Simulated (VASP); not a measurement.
Wanted: the native input for a VASP 6.6.1 run.

```yaml
Task: relaxation of cell and atoms
Functional: PBE
Potentials_or_basis: VASP PAW PBE potentials, release 64 (Br)
Cutoff: 600 eV
k_mesh: 7 × 7 × 3
Occupations: fermi-dirac, width 0.05 eV
Spin: no spin polarisation
Dipole_correction: no
Further_INCAR_settings: ALGO = Normal; EDIFF = 1e-06; IBRION = 2; EDIFFG = -0.01; NSW = 60; ISIF = 3
```

The structure of Br lies in POSCAR:

```
Br
1.0
    3.3632500000     -2.3225500000      0.0000000000
    3.3632500000      2.3225500000      0.0000000000
    0.0000000000      0.0000000000      8.7023000000
Br
4
Direct
    0.3651000000      0.6349000000      0.3901000000
    0.1349000000      0.8651000000      0.8901000000
    0.6349000000      0.3651000000      0.6099000000
    0.8651000000      0.1349000000      0.1099000000
```

These files were run (other wordings do the same):

INCAR

```
SYSTEM = Br
ALGO = Normal
EDIFF = 1E-6
EDIFFG = -0.01
ENCUT = 600
GGA = PE
IBRION = 2
ISIF = 3
ISMEAR = -1
LASPH = .True.
LCHARG = .False.
LREAL = .False.
LWAVE = .False.
NELM = 80
NSW = 60
PREC = Accurate
SIGMA = 0.05
```

KPOINTS

```
k-points
0
Gamma
  7 7 3
  0 0 0
```

Potentials or basis: VASP PAW PBE potentials, release 64 (Br).

The run is started by

```console
$ cat potpaw_PBE.64/Br/POTCAR > POTCAR
$ mpirun -np 1 vasp_std > vasp.out
```

Results of the run:

| Item | Value |
| --- | --- |
| Relaxed volume | 39.11 Å³/atom |
| Relaxed cell | a = 4.724 Å, b = 4.724 Å, c = 8.708 Å, α = 90.00°, β = 90.00°, γ = 53.62° |
| Space group after relaxing (to 0.05 Å) | Cmce (No. 64) |
| Energy gained by relaxing | 48.6 meV/atom |
| Ionic steps | 13 |
| Pressure after relaxing | 0.0 GPa |
| Largest force after relaxing | 0.005 eV/Å |
| Band gap on the k mesh | 1.36 eV, direct |

Caveat: the volume moved by over 15 % at a fixed basis, so the end points are rough; the volume moved by +15 % from the deposited cell, more than functionals usually miss.

Run time: 19 min on 1 thread of Oxide Virtual Turin-like Processor, with other jobs on the host, peak memory 0.3 GiB.
